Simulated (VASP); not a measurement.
# H4WC16 in VASP: further runs

H4WC16 is run at these levels: PBE; tasks: single point.

Program: VASP 6.6.1. These are calculated values, not measurements. Logs are shortened: lines on timing, memory, paths and dates and some standing lists are left out, and cuts for length are marked.

## Step 1: The cell of the first run

The cell holds a slab with vacuum, 21 atoms: a = 5.049 Å, b = 5.049 Å, c = 14.676 Å, α = 90.00°, β = 90.00°, γ = 60.00°.

## Step 2: Single point, PBE

The input, INCAR:

```
  PREC = Accurate
  ENCUT = 520
  EDIFF = 1E-6
  ISMEAR = 0
  SIGMA = 0.02
  LREAL = Auto
  LASPH = T
  NELM = 60
  ALGO = Normal
  ISIF = 2
  LWAVE = F
  LCHARG = F
  GGA = PE
  NBANDS = 57
```

The input, KPOINTS:

```
Automatic mesh
0
Gamma
  3 3 1
```

The input, POSCAR:

```
H4WC16
1.0
    5.0487420000      0.0000000000      0.0000000000
    2.5243710000      4.3723390000      0.0000000000
    0.0000000000      0.0000000000     14.6764260000
H C W
4 16 1
Direct
    0.1666667848      0.1666666285      0.0681364795
    0.6666667848      0.1666666285      0.0681364795
    0.1666666285      0.6666667429      0.0681364795
    0.6666666285      0.6666667429      0.0681364795
    0.1666667848      0.1666666285      0.1430866071
    0.6666667848      0.1666666285      0.1430866071
    0.1666666285      0.6666667429      0.1430866071
    0.6666666285      0.6666667429      0.1430866071
   -0.1666666285      0.3333332571      0.1781963129
    0.3333333715      0.3333332571      0.1781963129
   -0.1666667848      0.8333333715      0.1781963129
    0.3333332152      0.8333333715      0.1781963129
   -0.1668841645      0.3345966541      0.2878620449
    0.3323104546      0.3346414814      0.2878631351
   -0.1659619886      0.8319190255      0.2792165477
    0.3372507373      0.8254769358      0.2887726208
    0.0030843685     -0.0004263164      0.3181670388
    0.4972553653     -0.0003549588      0.3181584536
   -0.0042035917      0.5084553142      0.3190008249
    0.5039528683      0.4921784427      0.3185128314
    0.8118315469      0.8759762223      0.4222801927
```

Potentials or basis: VASP PAW PBE potentials, release 64 (H, C, W_sv).

Launch:

```console
$ cat potpaw_PBE.64/H/POTCAR potpaw_PBE.64/C/POTCAR potpaw_PBE.64/W_sv/POTCAR > POTCAR
$ mpirun -np 1 vasp_std > vasp.out
```

OUTCAR:

```text
PREC = Accurate
   ENCUT = 520
   EDIFF = 1E-6
   ISMEAR = 0
   LREAL = Auto
   LASPH = T
   NELM = 60
   ISIF = 2
   GGA = PE

 ion  position               nearest neighbor table
   1  0.167  0.167  0.068-   5 1.10
   2  0.667  0.167  0.068-   6 1.10
   3  0.167  0.667  0.068-   7 1.10
   4  0.667  0.667  0.068-   8 1.10
   5  0.167  0.167  0.143-   1 1.10  10 1.55  12 1.55   9 1.55
   6  0.667  0.167  0.143-   2 1.10   9 1.55  11 1.55  10 1.55
   7  0.167  0.667  0.143-   3 1.10  12 1.55  11 1.55  10 1.55
   8  0.667  0.667  0.143-   4 1.10  11 1.55  12 1.55   9 1.55
   9  0.833  0.333  0.178-   6 1.55   5 1.55   8 1.55  13 1.61
  10  0.333  0.333  0.178-   5 1.55   6 1.55   7 1.55  14 1.61
  11  0.833  0.833  0.178-  15 1.48   8 1.55   6 1.55   7 1.55
  12  0.333  0.833  0.178-   7 1.55   5 1.55   8 1.55  16 1.62
  13  0.833  0.335  0.288-  20 1.51  17 1.53  19 1.54   9 1.61
  14  0.332  0.335  0.288-  20 1.51  18 1.53  19 1.54  10 1.61
  15  0.834  0.832  0.279-  11 1.48  19 1.53  17 1.58  18 1.58  21 2.11
  16  0.337  0.825  0.289-  20 1.52  18 1.52  17 1.52  12 1.62
  17  0.003  1.000  0.318-  16 1.52  13 1.53  15 1.58  21 2.06
  18  0.497  1.000  0.318-  16 1.52  14 1.53  15 1.58  21 2.06
  19  0.996  0.508  0.319-  15 1.53  14 1.54  13 1.54  21 2.21
  20  0.504  0.492  0.319-  13 1.51  14 1.51  16 1.52
  21  0.812  0.876  0.422-  18 2.06  17 2.06  15 2.11  19 2.21

  LATTYP: Found a hexagonal cell.
 ALAT       =     5.0487421480
 C/A-ratio  =     2.9069470315

  Lattice vectors:

 A1 = (  -2.5243710000,  -4.3723390000,   0.0000000000)
 A2 = (   5.0487420000,   0.0000000000,   0.0000000000)
 A3 = (   0.0000000000,   0.0000000000,  14.6764260000)

Analysis of symmetry for initial positions (statically):
=====================================================================
 Subroutine PRICEL returns:
 Original cell was already a primitive cell.

 Routine SETGRP: Setting up the symmetry group for a
 hexagonal supercell.

 Subroutine GETGRP returns: Found  1 space group operations
 (whereof  1 operations were pure point group operations)
 out of a pool of 24 trial point group operations.

The static configuration has the point symmetry C_1 .

Analysis of symmetry for dynamics (positions and initial velocities):
=====================================================================
 Subroutine PRICEL returns:
 Original cell was already a primitive cell.

 Routine SETGRP: Setting up the symmetry group for a
 hexagonal supercell.

 Subroutine GETGRP returns: Found  1 space group operations
 (whereof  1 operations were pure point group operations)
 out of a pool of 24 trial point group operations.

The dynamic configuration has the point symmetry C_1 .

 Subroutine INISYM returns: Found  1 space group operations
 (whereof  1 operations are pure point group operations),
 and found     1 'primitive' translations

----------------------------------------------------------------------------------------

                                     Primitive cell

  volume of cell :     323.9793

  direct lattice vectors                    reciprocal lattice vectors
     5.048742000  0.000000000  0.000000000     0.198069143 -0.114355268  0.000000000
     2.524371000  4.372339000  0.000000000     0.000000000  0.228710537  0.000000000
     0.000000000  0.000000000 14.676426000     0.000000000  0.000000000  0.068136480

  length of vectors
     5.048742000  5.048742148 14.676426000     0.228710544  0.228710537  0.068136480

  position of ions in fractional coordinates (direct lattice)
     0.166666785  0.166666629  0.068136479
     0.666666785  0.166666629  0.068136479
     0.166666629  0.666666743  0.068136479
     0.666666629  0.666666743  0.068136479
     0.166666785  0.166666629  0.143086607
     0.666666785  0.166666629  0.143086607
[... 13 lines left out ...]
     0.503952868  0.492178443  0.318512831
     0.811831547  0.875976222  0.422280193

  ion indices of the primitive-cell ions
   primitive index   ion index
                 1           1
                 2           2
                 3           3
                 4           4
                 5           5
                 6           6
[... 13 lines left out ...]
                20          20
                21          21

----------------------------------------------------------------------------------------

 KPOINTS: Automatic mesh

Automatic generation of k-mesh.
 Grid dimensions read from file:
 generate k-points for:    3    3    1

 Generating k-lattice:

  Cartesian coordinates                     Fractional coordinates (reciprocal lattice)
     0.066023048 -0.038118423  0.000000000     0.333333333 -0.000000000  0.000000000
     0.000000000  0.076236846  0.000000000     0.000000000  0.333333333  0.000000000
     0.000000000  0.000000000  0.068136480     0.000000000  0.000000000  1.000000000

  Length of vectors
     0.076236848  0.076236846  0.068136480

  Shift w.r.t. Gamma in fractional coordinates (k-lattice)
     0.000000000  0.000000000  0.000000000

 Subroutine IBZKPT returns following result:
 ===========================================

 Found      5 irreducible k-points:

 Following reciprocal coordinates:
            Coordinates               Weight
  0.000000  0.000000  0.000000      1.000000
  0.333333  0.000000  0.000000      2.000000
  0.333333  0.333333  0.000000      2.000000
  0.000000  0.333333  0.000000      2.000000
 -0.333333  0.333333  0.000000      2.000000
   k-points           NKPTS =      5   k-points in BZ     NKDIM =      5   number of bands    NBANDS=     57
   number of dos      NEDOS =    301   number of ions     NIONS =     21
   total plane-waves  NPLWV = 179200
   dimension x,y,z NGX =    40 NGY =   40 NGZ =  112
   dimension x,y,z NGXF=    80 NGYF=   80 NGZF=  224
   ions per type =               4  16   1
   NGX,Y,Z   is equivalent  to a cutoff of  13.17, 13.17, 12.69 a.u.
   NGXF,Y,Z  is equivalent  to a cutoff of  26.34, 26.34, 25.37 a.u.
 SYSTEM =  unknown system
   PREC   = accura    normal or accurate (medium, high low for compatibility)
   ISTART =      0    job   : 0-new  1-cont  2-samecut
   ICHARG =      2    charge: 1-file 2-atom 10-const
   ISPIN  =      1    spin polarized calculation?
   LNONCOLLINEAR =      F non collinear calculations
   LSORBIT =      F    spin-orbit coupling
   LASPH  =      T    aspherical Exc in radial PAW
   ENCUT  =  520.0 eV  38.22 Ry    6.18 a.u.   9.39  9.39 27.29*2*pi/ulx,y,z
   NELM   =     60;   NELMIN=  2; NELMDL= -5     # of ELM steps
   EDIFF  = 0.1E-05   stopping-criterion for ELM
   LREAL  =      T    real-space projection
   EDIFFG = 0.1E-04   stopping-criterion for IOM
   NSW    =      0    number of steps for IOM
   IBRION =     -1    ionic relax: 0-MD 1-quasi-New 2-CG
   NFREE  =      0    steps in history (QN), initial steepest desc. (CG)
   ISIF   =      2    stress and relaxation
   ISYM   =      2    0-nonsym 1-usesym 2-fastsym
   POTIM  = 0.5000    time-step for ionic-motion
   TEBEG  =    0.0;   TEEND  =   0.0 temperature during run
   PSTRESS=    0.0 pullay stress
   NELECT =      82.0000    total number of electrons
   NUPDOWN=      -1.0000    fix difference up-down
   EMIN   =  10.00;   EMAX   =-10.00  energy-range for DOS
   EFERMI =   0.00;   METHOD = LEGACY
   ISMEAR =     0;   SIGMA  =   0.02  broadening in eV -4-tet -1-fermi 0-gaus
   EFERMI_NEDOS =   21; number of points for ismear=-14 and -15
   IALGO  =     38    algorithm
   IMIX   =      4    mixing-type and parameters
     AMIX     =   0.40;   BMIX     =  1.00
     AMIX_MAG =   1.60;   BMIX_MAG =  1.00
  volume/ion in A,a.u.               =      15.43       104.11
  Fermi-wavevector in a.u.,A,eV,Ry     =   1.035556  1.956917 14.590570  1.072377
  Thomas-Fermi vector in A             =   2.169905
   LORBIT       =      0    0 simple, 1 ext, 2 COOP (PROOUT), +10 PAW based schemes
   GGA     = PE    functional components
   LHFCALC =     F    Hartree Fock is set to
   AEXX    =    0.0000 exact exchange contribution
   IVDW    =     0    specifies the selected vdW correction
   LEPSILON=     F    determine dielectric tensor
   LRPA    =     F    only Hartree local field effects (RPA)
 non-spin polarized calculation
 Gauss-broadening in eV      SIGMA  =   0.02
  energy-cutoff  :      520.00
  volume of cell :      323.98
 maximum number of plane-waves:      8731
 NGX is ok and might be reduce to    40
   NGX = 19   NGY = 19   NGZ = 55

 number of electron      82.0000001 magnetization

 Free energy of the ion-electron system (eV)
  ---------------------------------------------------
  ext. energy  EPLUGINS =         0.00000000
  ---------------------------------------------------
  free energy    TOTEN  =      -163.04256133 eV

  energy without entropy =     -163.03843166  energy(sigma->0) =     -163.04049649

 E-fermi :   1.3645     XC(G=0):  -6.2687

 val. band max:        1.3552704517   @ k =   0.3333   0.0000   0.0000
 cond. band min:       1.4232335816   @ k =   0.0000   0.0000   0.0000
 fundamental gap:      0.0679631299
 Fermi energy:         1.3644837625

 k-point     1 :       0.0000    0.0000    0.0000
  band No.  band energies     occupation
      1     -73.2273      2.00000
      2     -37.9307      2.00000
      3     -37.3156      2.00000
      4     -37.2732      2.00000
      5     -19.3008      2.00000
      6     -16.6267      2.00000
[... 45 lines left out ...]
     52       6.8361      0.00000
     53       7.2205      0.00000

 k-point     2 :       0.3333    0.0000    0.0000
  band No.  band energies     occupation
      1     -73.2273      2.00000
      2     -37.9306      2.00000
      3     -37.3161      2.00000
      4     -37.2734      2.00000
      5     -18.6440      2.00000
      6     -16.6688      2.00000
[... 45 lines left out ...]
     52       7.2630      0.00000
     53       7.2976      0.00000

 k-point     3 :       0.3333    0.3333    0.0000
  band No.  band energies     occupation
      1     -73.2273      2.00000
      2     -37.9306      2.00000
      3     -37.3161      2.00000
      4     -37.2734      2.00000
      5     -18.6440      2.00000
      6     -16.6687      2.00000
[... 45 lines left out ...]
     52       7.2630      0.00000
     53       7.2975      0.00000

 k-point     4 :       0.0000    0.3333    0.0000
  band No.  band energies     occupation
      1     -73.2273      2.00000
      2     -37.9306      2.00000
      3     -37.3158      2.00000
      4     -37.2737      2.00000
      5     -18.6452      2.00000
      6     -16.6656      2.00000
[... 45 lines left out ...]
     52       7.2592      0.00000
     53       7.2957      0.00000

 k-point     5 :      -0.3333    0.3333    0.0000
  band No.  band energies     occupation
      1     -73.2273      2.00000
      2     -37.9306      2.00000
      3     -37.3161      2.00000
      4     -37.2736      2.00000
      5     -17.6525      2.00000
      6     -17.1397      2.00000
[... 45 lines left out ...]
     52       7.0798      0.00000
     53       7.5527      0.00000
 [bands above 53 left out]

------------------------ aborting loop because EDIFF is reached ----------------------------------------

  FORCE on cell =-STRESS in cart. coord.  units (eV):
  Direction    XX          YY          ZZ          XY          YZ          ZX
  --------------------------------------------------------------------------------------
  -------------------------------------------------------------------------------------
  Total        0.3339197     -4.9669751     -1.3127771     -0.0237662     -0.6163676     -0.0053991
  in kB        1.6513355    -24.5632175     -6.4920860     -0.1175310     -3.0481271     -0.0267004
  external PRESSURE =      -9.8013227 kB  Pullay stress =       0.0000000 kB

 VOLUME and BASIS-vectors are now :
 -----------------------------------------------------------------------------
  energy-cutoff  :      520.00
  volume of cell :      323.98
      direct lattice vectors                 reciprocal lattice vectors
     5.048742000  0.000000000  0.000000000     0.198069143 -0.114355268  0.000000000
     2.524371000  4.372339000  0.000000000     0.000000000  0.228710537  0.000000000
     0.000000000  0.000000000 14.676426000     0.000000000  0.000000000  0.068136480

 POSITION                                       TOTAL-FORCE (eV/Angst)
 -----------------------------------------------------------------------------------
      1.26219      0.72872      1.00000         0.000408     -0.043652     -0.261694
      3.78656      0.72872      1.00000         0.000067     -0.038598     -0.177120
      2.52437      2.91489      1.00000        -0.064077      0.038438     -0.181074
      5.04874      2.91489      1.00000         0.063882      0.038344     -0.181058
      1.26219      0.72872      2.10000        -0.000102     -0.006085      1.409828
      3.78656      0.72872      2.10000         0.000314      0.231357      1.286035
[... 13 lines left out ...]
      3.78677      2.15197      4.67463         0.000182      0.039296      0.003969
      6.31002      3.83006      6.19756        -0.001610     -0.208586      0.088374
 -----------------------------------------------------------------------------------
    total drift:                               -0.000337      0.003419      0.001515

  FREE ENERGIE OF THE ION-ELECTRON SYSTEM (eV)
  ---------------------------------------------------
  free  energy   TOTEN  =      -163.0425613302 eV

  energy  without entropy=     -163.0384316551  energy(sigma->0) =     -163.04049649
```

It took 3.7 min on 1 thread of Intel Xeon Platinum 8375C at 2.90GHz (Ice Lake), shared host; peak memory 0.43 GiB.

What came out:

```
Free energy            : -163.0426 eV
Largest force          : 2.476 eV/Å
Band gap on the k mesh : zero (band 41 reaches 1.36 eV, above the bottom of band 42 at 1.31 eV)
```

Forces on the atoms (eV/Å):
```
H    0.000 -0.044 -0.262
H    0.000 -0.039 -0.177
H   -0.064  0.038 -0.181
H    0.064  0.038 -0.181
C    0.000 -0.006  1.410
C    0.000  0.231  1.286
C    0.217 -0.146  1.287
C   -0.217 -0.146  1.287
C    0.208  0.051 -0.737
C   -0.205  0.053 -0.738
C   -0.002  0.299 -2.458
C   -0.001 -0.170 -0.657
C    0.006  0.000  0.011
C   -0.005  0.000  0.011
C    0.000  0.000 -0.027
C    0.000  0.015 -0.022
C    0.008  0.009  0.017
C   -0.008  0.010  0.018
C    0.001 -0.026  0.020
C    0.000  0.039  0.004
W   -0.002 -0.209  0.088
```

Levels at points of the mesh, in eV from the Fermi level:
```csv
k point,band 37,band 38,band 39,band 40,band 41,band 42,band 43,band 44,band 45,band 46
"(0.00, 0.00, 0.00)",-2.28,-1.17,-1.11,-0.59,-0.14,-0.06,0.06,1.16,2.29,2.43
```

Caveat: the k points lie up to 0.48 Å⁻¹ apart; spin-orbit coupling is left out, which moves the levels of the heavy elements.

## Step 3: Single point, PBE

The input, INCAR:

```
PREC = Accurate ; ENCUT = 520
EDIFF = 1E-6 ; ISMEAR = 0
SIGMA = 0.02 ; LREAL = Auto
LASPH = True ; NELM = 60
ALGO = Normal ; ISIF = 2
LWAVE = False ; LCHARG = False
GGA = PE ; NBANDS = 57
```

The input, KPOINTS:

```
regular mesh
0
Gamma
  3 3 1
```

The input, POSCAR:

```
H4WC16
1.0
    5.0487420000      0.0000000000      0.0000000000
    2.5243710000      4.3723390000      0.0000000000
    0.0000000000      0.0000000000     14.6764260000
H C W
4 16 1
Direct
    0.1666667848      0.1666666285      0.0681364795
    0.6666667848      0.1666666285      0.0681364795
    0.1666666285      0.6666667429      0.0681364795
    0.6666666285      0.6666667429      0.0681364795
    0.1666667848      0.1666666285      0.1430866071
    0.6666667848      0.1666666285      0.1430866071
    0.1666666285      0.6666667429      0.1430866071
    0.6666666285      0.6666667429      0.1430866071
   -0.1666666285      0.3333332571      0.1781963129
    0.3333333715      0.3333332571      0.1781963129
   -0.1666667848      0.8333333715      0.1781963129
    0.3333332152      0.8333333715      0.1781963129
   -0.1647405006      0.3335061623      0.2867367709
    0.3312369663      0.3335068484      0.2867373842
   -0.1639023649      0.8278164159      0.2799579407
    0.3394051511      0.8211922726      0.2902180681
    0.0055173560     -0.0002755962      0.3174526278
    0.4947552834     -0.0002728517      0.3174538542
   -0.0051718059      0.5103469790      0.3181765779
    0.5083737124      0.4832571308      0.3198200979
    0.7812770841      0.9374369188      0.4226394764
```

Potentials or basis: VASP PAW PBE potentials, release 64 (H, C, W_sv).

Launch:

```console
$ cat potpaw_PBE.64/H/POTCAR potpaw_PBE.64/C/POTCAR potpaw_PBE.64/W_sv/POTCAR > POTCAR
$ mpirun -np 1 vasp_std > vasp.out
```

Run time: 3.2 min. Hardware: 1 thread of Intel Xeon Platinum 8375C at 2.90GHz (Ice Lake), shared host; peak memory 0.43 GiB.

The run converged. Its results:

```yaml
Free_energy: -162.9136 eV
Largest_force: 2.355 eV/Å
```

Forces in eV/Å, atoms in the order of the input:
```
H    0.000 -0.071 -0.252
H    0.000 -0.018 -0.185
H   -0.064  0.047 -0.192
H    0.064  0.047 -0.192
C    0.000 -0.005  1.427
C    0.000  0.182  1.250
C    0.221 -0.130  1.300
C   -0.221 -0.129  1.300
C    0.253  0.118 -0.898
C   -0.253  0.118 -0.897
C    0.000  0.521 -2.296
C    0.000 -0.410 -0.513
C   -0.001  0.021  0.036
C    0.001  0.021  0.036
C    0.000  0.042 -0.050
C    0.000  0.026 -0.058
C    0.012  0.018  0.014
C   -0.011  0.017  0.014
C    0.000  0.014  0.072
C    0.000  0.081 -0.016
W    0.000 -0.511  0.099
```

Levels at points of the mesh, in eV from the Fermi level:
| k point | band 37 | band 38 | band 39 | band 40 | band 41 | band 42 | band 43 | band 44 | band 45 | band 46 |
| --- | --- | --- | --- | --- | --- | --- | --- | --- | --- | --- |
| (0.00, 0.00, 0.00) | -2.12 | -1.22 | -1.09 | -0.98 | -0.06 | 0.00 | 0.38 | 1.16 | 2.14 | 2.41 |

Caveat: the k points lie up to 0.48 Å⁻¹ apart; spin-orbit coupling is left out, which moves the levels of the heavy elements.

(Continued in part 2 of 2.)
